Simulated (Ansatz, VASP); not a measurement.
One calculation of ZnS, two programs

POSCAR

```
ZnS
1.0
    0.0000000000      2.8128360000      2.7046500000
    2.8128360000      0.0000000000      2.7046500000
    2.8128360000      2.8128360000      0.0000000000
Zn S
1 1
Direct
    0.0000000000      0.0000000000      0.0000000000
    0.7500000000      0.7500000000      0.7500000000
```

Contents of INCAR.step1:

```
SYSTEM = ZnS
PREC = Accurate ; ENCUT = 520
ISMEAR = 0 ; SIGMA = 0.05
LREAL = .FALSE. ; LASPH = .TRUE.
NELM = 60 ; NBANDS = 16
GGA = PE ; ALGO = Normal
EDIFF = 1E-4 ; LWAVE = .TRUE.
LCHARG = .FALSE.
```

Contents of INCAR.step2:

```
SYSTEM = ZnS
PREC = Accurate ; ENCUT = 520
EDIFF = 1E-6 ; ISMEAR = 0
SIGMA = 0.05 ; LREAL = .FALSE.
LASPH = .TRUE. ; NELM = 60
ALGO = Normal ; ISIF = 2
LWAVE = .FALSE. ; LCHARG = .FALSE.
METAGGA = R2SCAN ; LMIXTAU = .TRUE.
NBANDS = 16 ; ISTART = 1
```

Contents of KPOINTS:

```
regular mesh
0
G
  8 8 8
  0 0 0
```

Input for Ansatz:

```yaml
crystal:
  lattice:
    - [0.0, 2.812836, 2.70465]
    - [2.812836, 0.0, 2.70465]
    - [2.812836, 2.812836, 0.0]
  atoms:
    - { symbol: Zn, position: [0.0, 0.0, 0.0] }
    - { symbol: S, position: [0.75, 0.75, 0.75] }
basis:
  ecutwfc: 500
kpoints:
  mp_grid: { grid: [8, 8, 8] }
hamiltonian:
  xc: r2scan
scf:
  occupations: { method: gaussian, width: 0.05 }
output:
  forces: true
  stress: true
  eigenvalues: true
```

Change from the starting cell: strain +0.040 along x and y, +0.000 along z, atoms carried along.

Alike in both runs: task single point; functional r2SCAN; k mesh 8 × 8 × 8; occupations gaussian, width 0.05 eV; no spin polarisation.

```csv
,VASP,Ansatz
version,VASP 6.6.1,Ansatz 0.2.0
potentials or method,"VASP PAW PBE potentials, release 64 (Zn, S), cutoff 520 eV","scalar-relativistic, plane waves, PAW"
valence electrons in the cell,18,18
```

Ansatz gave:

* gap on the k mesh at the Fermi level (eV): 2.21
* least direct gap on the mesh (eV): 2.21
* pressure (GPa): -5.8
* traceless stress, the component that is largest in VASP (GPa): 1.11

Problem. Estimate VASP's values.

Solution. gap on the k mesh at the Fermi level (eV): 2.22; least direct gap on the mesh (eV): 2.22; pressure (GPa): -5.8; traceless stress, the component that is largest in VASP (GPa): 1.08.

VASP's potentials were made for PBE, not for r2SCAN.
